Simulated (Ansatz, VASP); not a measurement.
## Two plane-wave programs on KRb2BeF6

INCAR

```
SYSTEM = KRb2BeF6
PREC     = Accurate       ! precision mode
ENCUT    = 520            ! plane-wave cutoff, eV
EDIFF    = 1E-7           ! SCF threshold, eV
ISMEAR   = 1              ! smearing method
SIGMA    = 0.05           ! smearing width, eV
LREAL    = .False.        ! projectors in reciprocal space
LASPH    = .True.         ! aspherical terms in the spheres
NELM     = 100            ! most SCF steps
ALGO     = Normal         ! electronic algorithm
ISIF     = 2              ! what is computed and relaxed
LWAVE    = .False.        ! write WAVECAR
LCHARG   = .False.        ! write CHGCAR
GGA      = PE             ! functional
NBANDS   = 46             ! bands
```

File KPOINTS:

```
Automatic mesh
0
Gamma
  4 4 4
  0 0 0
```

Contents of POSCAR:

```
KRb2BeF6
1.0
    0.0000000000      4.3565630000      4.3565630000
    4.3565630000      0.0000000000      4.3565630000
    4.3565630000      4.3565630000      0.0000000000
F Rb K Be
6 2 1 1
Direct
    0.7800000000      0.2200000000      0.2200000000
    0.2200000000      0.7800000000      0.2200000000
    0.2200000000      0.7800000000      0.7800000000
    0.7800000000      0.2200000000      0.7800000000
    0.2200000000      0.2200000000      0.7800000000
    0.7800000000      0.7800000000      0.2200000000
    0.2500000000      0.2500000000      0.2500000000
    0.7500000000      0.7500000000      0.7500000000
    0.5000000000      0.5000000000      0.5000000000
    0.0000000000      0.0000000000      0.0000000000
```

Input for Ansatz:

```yaml
crystal:
  lattice:
    - [0.0, 4.356563, 4.356563]
    - [4.356563, 0.0, 4.356563]
    - [4.356563, 4.356563, 0.0]
  atoms:
    - { symbol: F, position: [0.78, 0.22, 0.22] }
    - { symbol: F, position: [0.22, 0.78, 0.22] }
    - { symbol: F, position: [0.22, 0.78, 0.78] }
    - { symbol: F, position: [0.78, 0.22, 0.78] }
    - { symbol: F, position: [0.22, 0.22, 0.78] }
    - { symbol: F, position: [0.78, 0.78, 0.22] }
    - { symbol: Rb, position: [0.25, 0.25, 0.25] }
    - { symbol: Rb, position: [0.75, 0.75, 0.75] }
    - { symbol: K, position: [0.5, 0.5, 0.5] }
    - { symbol: Be, position: [0.0, 0.0, 0.0] }
  symmetry: { tolerance: 0.0003 }
kpoints:
  mp_grid: { grid: [4, 4, 4], shift: [0, 0, 0] }
magnetization:
  spin_polarized: false
scf:
  occupations: { method: cold, width: 0.05 }
  convergence: { dr2_threshold: 1.0e-06 }
  eigensolver: { kind: davidson }
hamiltonian:
  pseudopotentials: { kind: paw }
  xc: pbe
basis:
  ecutwfc: 420
output:
  forces: true
  stress: true
  eigenvalues: true
  write_density: true
  write_potential: true
  elf: true
  volumetric_format: npy
```

Alike in both runs: task single point; functional PBE; k mesh 4 × 4 × 4; no spin polarisation.

|  | VASP | Ansatz |
| --- | --- | --- |
| version | VASP 6.6.1 | Ansatz 0.2.0 |
| potentials or method | VASP PAW PBE potentials, release 64 (F, Rb_sv, K_sv, Be), cutoff 520 eV | PAW plane waves |
| occupations | methfessel-paxton of order 1, width 0.05 eV | cold, width 0.05 eV |
| valence electrons in the cell | 71 | 71 |

Ansatz gave:

```
gap on the k mesh at the Fermi level (eV) : none
pressure (GPa)                            : -1.9
rms of the force components (eV/Å)        : 0.684
```

Task: What did VASP give for the same quantities?

Result: gap on the k mesh at the Fermi level (eV): none; pressure (GPa): -1.9; rms of the force components (eV/Å): 0.691.

Atom by atom the forces differ by 0.008 eV/Å (rms over components). A gap of «none» marks a metal or a gap that the smearing closes. Ansatz's warnings: force scf threshold loose, stress scf threshold loose.
